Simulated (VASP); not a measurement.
Runs of VASP 6.6.1 on Na. The structure is that of space group Fd-3m (No. 227), or close to it. The cells are those of the table. 

```tsv
task	level	cell	k mesh for the DOS	occupations for the DOS	gap on the mesh (eV)	pressure (GPa)
single point	PBEsol	a = 4.870 Å, angles 60.0°, 2 atoms	-	-	none	1.2
single point	PBEsol	a = 4.199 Å, angles 60.0°, 2 atoms	-	-	none	7.2
single point	PBEsol	a = 4.652 Å, angles 60.0°, 2 atoms	-	-	none	2.4
single point	PBEsol	a = 5.290 Å, angles 60.0°, 2 atoms	-	-	none	0.0
single point	PBEsol	a = 4.412 Å, angles 60.0°, 2 atoms	-	-	none	4.4
single point	PBEsol	a = 3.993 Å, angles 60.0°, 2 atoms	-	-	none	(a)
single point	PBEsol+D3(BJ)	a = 4.199 Å, angles 60.0°, 2 atoms	-	-	none	(b)
```

Alike in all rows: potentials or basis VASP PAW PBE potentials, release 64 (Na_pv); no spin polarisation; k mesh 9 × 9 × 9; cutoff (eV) 520; smearing fermi-dirac 0.08 eV.

Problem. Fill in the values left out.

Solution. (a) 11.5; (b) 5.9.

Caveats: the PAW data sets were made with another functional, which shifts forces and pressure a little; pairwise dispersion overbinds metals, which lowers pressure and volume (some runs).

A gap of «none» marks levels without a gap at the run's occupations.
